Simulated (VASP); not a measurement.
# BaTe (F-43m) in VASP: settings compared, part 2 of 2

VASP 6.6.1. The steps go on from the part before.

## (3) Single point, PBE+D4

Contents of INCAR:

```
  PREC = Accurate
  ENCUT = 500
  EDIFF = 1E-6
  ISMEAR = 0
  SIGMA = 0.01
  LREAL = F
  LASPH = T
  NELM = 120
  ALGO = Normal
  ISIF = 2
  LWAVE = F
  LCHARG = T
  GGA = PE
  IVDW = 13
  LELF = T
  LVHAR = T
  NBANDS = 15
  GGA_COMPAT = F
```

Contents of KPOINTS:

```
regular mesh
0
Gamma
  4 4 4
```

Contents of POSCAR:

```
BaTe
1.0
    0.0000000000      3.9141586662      3.9141586662
    3.9141586662      0.0000000000      3.9141586662
    3.9141586662      3.9141586662      0.0000000000
Ba Te
1 1
Direct
    0.0000000000      0.0000000000      0.0000000000
    0.2500000000      0.2500000000      0.2500000000
```

Potentials or basis: VASP PAW PBE potentials, release 64 (Ba_sv, Te).

Launch:

```console
cat potpaw_PBE.64/Ba_sv/POTCAR potpaw_PBE.64/Te/POTCAR > POTCAR
mpirun -np 1 vasp_std > vasp.out
```

OUTCAR:

```text
PREC = Accurate
   ENCUT = 500
   EDIFF = 1E-6
   ISMEAR = 0
   LREAL = F
   LASPH = T
   NELM = 120
   ISIF = 2
   GGA = PE
   IVDW = 13

 ion  position               nearest neighbor table
   1  0.000  0.000  0.000-   2 3.39   2 3.39   2 3.39   2 3.39
   2  0.250  0.250  0.250-   1 3.39   1 3.39   1 3.39   1 3.39

  LATTYP: Found a face centered cubic cell.
 ALAT       =     7.8283173324

  Lattice vectors:

 A1 = (   0.0000000000,   3.9141586662,   3.9141586662)
 A2 = (   3.9141586662,   0.0000000000,   3.9141586662)
 A3 = (   3.9141586662,   3.9141586662,   0.0000000000)

Analysis of symmetry for initial positions (statically):
=====================================================================
 Subroutine PRICEL returns:
 Original cell was already a primitive cell.

 Routine SETGRP: Setting up the symmetry group for a
 face centered cubic supercell.

 Subroutine GETGRP returns: Found 24 space group operations
 (whereof 24 operations were pure point group operations)
 out of a pool of 48 trial point group operations.

The static configuration has the point symmetry T_d .

Analysis of symmetry for dynamics (positions and initial velocities):
=====================================================================
 Subroutine PRICEL returns:
 Original cell was already a primitive cell.

 Routine SETGRP: Setting up the symmetry group for a
 face centered cubic supercell.

 Subroutine GETGRP returns: Found 24 space group operations
 (whereof 24 operations were pure point group operations)
 out of a pool of 48 trial point group operations.

The dynamic configuration has the point symmetry T_d .

 Subroutine INISYM returns: Found 24 space group operations
 (whereof 24 operations are pure point group operations),
 and found     1 'primitive' translations

----------------------------------------------------------------------------------------

                                     Primitive cell

  volume of cell :     119.9348

  direct lattice vectors                    reciprocal lattice vectors
     0.000000000  3.914158666  3.914158666    -0.127741372  0.127741372  0.127741372
     3.914158666  0.000000000  3.914158666     0.127741372 -0.127741372  0.127741372
     3.914158666  3.914158666  0.000000000     0.127741372  0.127741372 -0.127741372

  length of vectors
     5.535456271  5.535456271  5.535456271     0.221254547  0.221254547  0.221254547

  position of ions in fractional coordinates (direct lattice)
     0.000000000  0.000000000  0.000000000
     0.250000000  0.250000000  0.250000000

  ion indices of the primitive-cell ions
   primitive index   ion index
                 1           1
                 2           2

----------------------------------------------------------------------------------------

 KPOINTS: regular mesh

Automatic generation of k-mesh.
 Grid dimensions read from file:
 generate k-points for:    4    4    4

 Generating k-lattice:

  Cartesian coordinates                     Fractional coordinates (reciprocal lattice)
    -0.031935343  0.031935343  0.031935343     0.250000000  0.000000000  0.000000000
     0.031935343 -0.031935343  0.031935343     0.000000000  0.250000000  0.000000000
[... 24 lines left out ...]
   number of dos      NEDOS =    301   number of ions     NIONS =      2
   total plane-waves  NPLWV =  64000
   dimension x,y,z NGX =    40 NGY =   40 NGZ =   40
   dimension x,y,z NGXF=    80 NGYF=   80 NGZF=   80
   ions per type =               1   1
   NGX,Y,Z   is equivalent  to a cutoff of  12.01, 12.01, 12.01 a.u.
   NGXF,Y,Z  is equivalent  to a cutoff of  24.03, 24.03, 24.03 a.u.
 SYSTEM =  unknown system
   PREC   = accura    normal or accurate (medium, high low for compatibility)
   ISTART =      0    job   : 0-new  1-cont  2-samecut
   ICHARG =      2    charge: 1-file 2-atom 10-const
   ISPIN  =      1    spin polarized calculation?
   LNONCOLLINEAR =      F non collinear calculations
   LSORBIT =      F    spin-orbit coupling
   LASPH  =      T    aspherical Exc in radial PAW
   ENCUT  =  500.0 eV  36.75 Ry    6.06 a.u.  10.09 10.09 10.09*2*pi/ulx,y,z
   NELM   =    120;   NELMIN=  2; NELMDL= -5     # of ELM steps
   EDIFF  = 0.1E-05   stopping-criterion for ELM
   LREAL  =      F    real-space projection
   EDIFFG = 0.1E-04   stopping-criterion for IOM
   NSW    =      0    number of steps for IOM
   IBRION =     -1    ionic relax: 0-MD 1-quasi-New 2-CG
   NFREE  =      0    steps in history (QN), initial steepest desc. (CG)
   ISIF   =      2    stress and relaxation
   ISYM   =      2    0-nonsym 1-usesym 2-fastsym
   POTIM  = 0.5000    time-step for ionic-motion
   TEBEG  =    0.0;   TEEND  =   0.0 temperature during run
   PSTRESS=    0.0 pullay stress
   NELECT =      16.0000    total number of electrons
   NUPDOWN=      -1.0000    fix difference up-down
   EMIN   =  10.00;   EMAX   =-10.00  energy-range for DOS
   EFERMI =   0.00;   METHOD = LEGACY
   ISMEAR =     0;   SIGMA  =   0.01  broadening in eV -4-tet -1-fermi 0-gaus
   EFERMI_NEDOS =   21; number of points for ismear=-14 and -15
   IALGO  =     38    algorithm
   IMIX   =      4    mixing-type and parameters
     AMIX     =   0.40;   BMIX     =  1.00
     AMIX_MAG =   1.60;   BMIX_MAG =  1.00
  volume/ion in A,a.u.               =      59.97       404.68
  Fermi-wavevector in a.u.,A,eV,Ry     =   0.836501  1.580757  9.520455  0.699734
  Thomas-Fermi vector in A             =   1.950236
   LORBIT       =      0    0 simple, 1 ext, 2 COOP (PROOUT), +10 PAW based schemes
   GGA     = PE    functional components
   LHFCALC =     F    Hartree Fock is set to
   AEXX    =    0.0000 exact exchange contribution
   IVDW    =    13    specifies the selected vdW correction
   LEPSILON=     F    determine dielectric tensor
   LRPA    =     F    only Hartree local field effects (RPA)
 non-spin polarized calculation
 Gauss-broadening in eV      SIGMA  =   0.01
  energy-cutoff  :      500.00
  volume of cell :      119.93
 maximum number of plane-waves:      3071
   NGX = 21   NGY = 21   NGZ = 21

 number of electron      16.0000000 magnetization

 Free energy of the ion-electron system (eV)
  ---------------------------------------------------
  ext. energy  EPLUGINS =         0.00000000
  ---------------------------------------------------
  free energy    TOTEN  =        -8.09072665 eV

  energy without entropy =       -8.09072665  energy(sigma->0) =       -8.09072665

 E-fermi :   0.1300     XC(G=0):  -6.6871

 val. band max:        0.0296364911   @ k =  -0.2500   0.5000   0.2500
 cond. band min:       2.6065396432   @ k =   0.0000   0.0000   0.0000
 fundamental gap:      2.5769031521
 Fermi energy:         0.1300246700

 k-point     1 :       0.0000    0.0000    0.0000
  band No.  band energies     occupation
      1     -26.8681      2.00000
      2     -12.0564      2.00000
      3     -12.0564      2.00000
      4     -12.0564      2.00000
      5      -8.6982      2.00000
      6      -0.4066      2.00000
      7      -0.4066      2.00000
      8      -0.4066      2.00000
      9       2.6065      0.00000
     10       4.1525      0.00000
     11       4.1525      0.00000
     12       6.1057      0.00000
     13       6.1057      0.00000
     14       6.1057      0.00000
[... 113 lines left out ...]
      2     -12.2326      2.00000
      3     -12.1040      2.00000
      4     -12.0908      2.00000
      5      -8.3428      2.00000
      6      -0.5449      2.00000
      7      -0.4498      2.00000
      8       0.0296      2.00000
      9       2.9447      0.00000
     10       3.7907      0.00000
     11       4.7466      0.00000
     12       5.1225      0.00000
     13       5.9268      0.00000
     14       7.1342      0.00000
     15       7.1978      0.00000

------------------------ aborting loop because EDIFF is reached ----------------------------------------

  DFT-D4 for vdW energy calculation

  Edisp (eV):   -0.40972

  FORCE on cell =-STRESS in cart. coord.  units (eV):
  Direction    XX          YY          ZZ          XY          YZ          ZX
  --------------------------------------------------------------------------------------
  -------------------------------------------------------------------------------------
  Total      -0.32611    -0.32611    -0.32611    -0.00000     0.00000     0.00000
  in kB      -4.35640    -4.35640    -4.35640    -0.00000     0.00000     0.00000
  external pressure =       -4.36 kB  Pullay stress =        0.00 kB

 VOLUME and BASIS-vectors are now :
 -----------------------------------------------------------------------------
  energy-cutoff  :      500.00
  volume of cell :      119.93
      direct lattice vectors                 reciprocal lattice vectors
     0.000000000  3.914158666  3.914158666    -0.127741372  0.127741372  0.127741372
     3.914158666  0.000000000  3.914158666     0.127741372 -0.127741372  0.127741372
     3.914158666  3.914158666  0.000000000     0.127741372  0.127741372 -0.127741372

 POSITION                                       TOTAL-FORCE (eV/Angst)
 -----------------------------------------------------------------------------------
      0.00000      0.00000      0.00000        -0.000000     -0.000000     -0.000000
      1.95708      1.95708      1.95708         0.000000      0.000000      0.000000
 -----------------------------------------------------------------------------------
    total drift:                                0.000000      0.000000      0.000000

  FREE ENERGIE OF THE ION-ELECTRON SYSTEM (eV)
  ---------------------------------------------------
  free  energy   TOTEN  =        -8.5004433778 eV

  energy  without entropy=       -8.5004433778  energy(sigma->0) =       -8.50044338
```

Run time: 23 s. Hardware: 1 thread of Intel Xeon Platinum 8375C at 2.90GHz (Ice Lake), shared host; peak memory 0.24 GiB.

Results:

- Free energy: -8.5004 eV
- Pressure: -0.4 GPa
- Band gap on the k mesh: 2.58 eV (least direct gap 2.92 eV)
- Dispersion energy per atom: -0.205 eV

Caveat: spin-orbit coupling is left out, which moves the levels of the heavy elements.

## (4) Single point, PBEsol

Contents of INCAR:

```
PREC = Accurate
ENCUT = 500
EDIFF = 1E-6
ISMEAR = 0
SIGMA = 0.01
LREAL = False
LASPH = True
NELM = 120
ALGO = Normal
ISIF = 2
LWAVE = False
LCHARG = False
GGA = PS
NBANDS = 15
GGA_COMPAT = False
```

Contents of KPOINTS:

```
Automatic mesh
0
Gamma
  4 4 4
```

POSCAR is that of step 3.

Launch:

```console
cat potpaw_PBE.64/Ba_sv/POTCAR potpaw_PBE.64/Te/POTCAR > POTCAR
mpirun -np 1 vasp_std > vasp.out
```

Wall time 25 s (1 thread of Intel Xeon Platinum 8375C at 2.90GHz (Ice Lake), shared host); peak memory 0.24 GiB.

The run converged. Its results:

| Property | Result |
| --- | --- |
| Free energy | -8.5202 eV |
| Pressure | -0.6 GPa |
| Band gap on the k mesh | 2.46 eV (least direct gap 2.85 eV) |

Levels at points of the mesh, in eV from the valence-band top:
```csv
k point,band 4,band 5,band 6,band 7,band 8,band 9,band 10,band 11,band 12,band 13
"(0.00, 0.00, 0.00)",-12.05,-8.76,-0.44,-0.44,-0.44,2.46,4.09,4.09,6.05,6.05
"(0.50, 0.00, 0.00)",-12.06,-8.48,-0.71,-0.26,-0.26,3.94,4.29,4.29,4.43,5.19
"(0.50, 0.50, 0.00)",-12.08,-8.39,-0.99,0.00,0.00,2.86,3.84,4.95,4.96,4.96
```

Caveat: the PAW data sets were made with another functional, which shifts forces and pressure a little; spin-orbit coupling is left out, which moves the levels of the heavy elements.

## (5) Single point, HSE06

POSCAR is that of step 4.

Contents of INCAR.step1:

```
SYSTEM = BaTe
ALGO = Normal
EDIFF = 1E-5
ENCUT = 400
GGA = PE
GGA_COMPAT = .False.
ISIF = 2
ISMEAR = 0
LASPH = .True.
LCHARG = .False.
LREAL = .False.
LWAVE = .True.
NBANDS = 15
NELM = 120
PREC = Accurate
SIGMA = 0.01
```

Contents of INCAR.step2:

```
SYSTEM = BaTe
ALGO = Normal
EDIFF = 1E-6
ENCUT = 400
GGA = PE
GGA_COMPAT = .False.
HFSCREEN = 0.2079
ISIF = 2
ISMEAR = 0
ISTART = 1
LASPH = .True.
LCHARG = .False.
LHFCALC = .True.
LREAL = .False.
LWAVE = .False.
NBANDS = 15
NELM = 120
PREC = Accurate
PRECFOCK = Normal
SIGMA = 0.01
```

Contents of KPOINTS:

```
k-points
0
Gamma
  2 2 2
  0 0 0
```

Launch:

```console
cat potpaw_PBE.64/Ba_sv/POTCAR potpaw_PBE.64/Te/POTCAR > POTCAR
cp INCAR.step1 INCAR
mpirun -np 1 vasp_std > vasp.out
cp INCAR.step2 INCAR
mpirun -np 1 vasp_std > vasp.out
```

It took 67 s on 1 thread of Intel Xeon Platinum 8375C at 2.90GHz (Ice Lake), shared host; peak memory 0.31 GiB.

Results (log left out):

* Free energy: -9.1637 eV
* Pressure: 0.2 GPa
* Band gap on the k mesh: 3.33 eV (least direct gap 3.70 eV)

Levels at points of the mesh, in eV from the valence-band top:
```
           k point  band 4  band 5  band 6  band 7  band 8  band 9  band 10  band 11  band 12  band 13
(0.00, 0.00, 0.00)  -12.89   -9.45   -0.44   -0.44   -0.44    3.33     5.09     5.09     7.06     7.06
(0.50, 0.00, 0.00)  -12.91   -9.14   -0.71   -0.24   -0.24    4.88     5.28     5.28     5.34     6.19
(0.50, 0.50, 0.00)  -12.93   -9.04   -0.99    0.00    0.00    3.70     4.79     5.98     5.98     6.07
```

Caveat: the k points lie up to 0.70 Å⁻¹ apart; the PAW data sets were made with another functional, which shifts forces and pressure a little; spin-orbit coupling is left out, which moves the levels of the heavy elements.

## (6) Single point, PBE

Contents of INCAR:

```
ALGO = Normal
EDIFF = 1E-6
ENCUT = 500
GGA = PE
GGA_COMPAT = F
ISIF = 2
ISMEAR = 0
ISYM = 0
LASPH = T
LCHARG = F
LREAL = F
LWAVE = F
NBANDS = 15
NELM = 120
PREC = Accurate
SIGMA = 0.01
```

Contents of KPOINTS:

```
k-points
0
Gamma
  8 8 1
```

POSCAR is that of step 5.

Potentials or basis: VASP PAW PBE potentials, release 64 (Ba_sv, Te).

Launch:

```console
cat potpaw_PBE.64/Ba_sv/POTCAR potpaw_PBE.64/Te/POTCAR > POTCAR
mpirun -np 1 vasp_std > vasp.out
```

Wall time 74 s (1 thread of Intel Xeon Platinum 8375C at 2.90GHz (Ice Lake), shared host); peak memory 0.27 GiB.

The run converged, but its numbers aren't listed here, since they failed a check.

Caveat: the k points lie up to 1.14 Å⁻¹ apart; spin-orbit coupling is left out, which moves the levels of the heavy elements; an odd mesh through Γ misses points on the zone boundary, where band edges can lie.

## (7) Overview

```csv
level,k mesh,cutoff (eV),smearing,grid for exact exchange (PRECFOCK),share of exact exchange,screening parameter,gap on the mesh (eV),pressure (GPa)
PBE,4 × 4 × 4,500,gaussian 0.05 eV,-,-,-,2.58,0.2
PBE+D4,4 × 4 × 4,500,gaussian 0.01 eV,-,-,-,2.58,-0.4
PBEsol,4 × 4 × 4,500,gaussian 0.01 eV,-,-,-,2.46,-0.6
HSE06,2 × 2 × 2,400,gaussian 0.01 eV,Normal,0.25,0.2079 1/Å,3.33,0.2
```

Alike in all rows: task single point; potentials or basis VASP PAW PBE potentials, release 64 (Ba_sv, Te); no spin polarisation; cell as given.

Caveats: some runs use coarse meshes; spin-orbit coupling is left out, which moves the levels of the heavy elements; the PAW data sets were made with another functional, which shifts forces and pressure a little (at least some runs).

Absolute energies hang on the potentials; compare differences alone.
